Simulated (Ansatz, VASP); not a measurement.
**Al in VASP and in Ansatz**

INCAR

```
ALGO     = Normal         # electronic algorithm
EDIFF    = 1E-7           # SCF threshold, eV
EDIFFG   = -0.04          # ionic threshold
ENCUT    = 600            # plane-wave cutoff, eV
GGA      = PE             # functional
IBRION   = 2              # ionic algorithm
ISIF     = 3              # what is computed and relaxed
ISMEAR   = 0              # smearing method
LASPH    = True           # aspherical terms in the spheres
LCHARG   = False          # write CHGCAR
LREAL    = False          # projectors in reciprocal space
LWAVE    = False          # write WAVECAR
NELM     = 60             # most SCF steps
NSW      = 90             # ionic steps
PREC     = Accurate       # precision mode
SIGMA    = 0.1            # smearing width, eV
```

File KPOINTS:

```
k-points
0
Gamma
  4 6 4
```

POSCAR

```
Al
1.0
    4.8627146700      0.0000000000      0.0000000000
    0.0000000000      2.7981495300      0.0000000000
   -0.0920658900      0.0000000000      4.8997991700
Al
4
Direct
    0.2902624300      0.0000000000      0.2911867600
    0.2076684500      0.5000000000      0.8939372200
    0.7923315500      0.5000000000      0.1060627800
    0.7097375700      0.0000000000      0.7088132400
```

Input for Ansatz:

```yaml
crystal:
  lattice:
    - [4.86271467, 0.0, 0.0]
    - [0.0, 2.79814953, 0.0]
    - [-0.09206589, 0.0, 4.89979917]
  atoms:
    - { symbol: Al, position: [0.29026243, 0.0, 0.29118676] }
    - { symbol: Al, position: [0.20766845, 0.5, 0.89393722] }
    - { symbol: Al, position: [0.79233155, 0.5, 0.10606278] }
    - { symbol: Al, position: [0.70973757, 0.0, 0.70881324] }
basis:
  ecutwfc: 420
kpoints:
  mp_grid: { grid: [4, 6, 4] }
hamiltonian:
  xc: pbe
scf:
  occupations: { method: gaussian, width: 0.1 }
  lower_state_search: "off"
output:
  forces: true
  stress: true
  eigenvalues: true
relax:
  adjacent_minimum: "off"
  f_tol: 0.04
  max_steps: 70
  cell: { stress_tol: 0.4 }
```

Alike in both runs: task relaxation of cell and atoms; functional PBE; k mesh 4 × 6 × 4; occupations gaussian, width 0.1 eV; no spin polarisation.

|  | VASP | Ansatz |
| --- | --- | --- |
| version | VASP 6.6.1 | Ansatz 0.2.0 |
| potentials or method | VASP PAW PBE potentials, release 64 (Al), cutoff 600 eV | scalar-relativistic, plane waves, PAW |
| valence electrons in the cell | 12 | 12 |

```csv
,VASP,Ansatz,Ansatz less VASP
"gap on the k mesh at the Fermi level, each at its own relaxed structure (eV)",none,none,-
relaxed volume (Å³/atom),16.78,16.89,+0.106
relaxed length of the cell vector where the two differ most in proportion (Å),4.713,4.400,-0.3134
```

A gap of «none» marks a metal or a gap that the smearing closes. One of these differences is far larger than is usual between the two programs; its cause wasn't traced.

The k mesh is coarse, so the values compare programs but aren't converged.
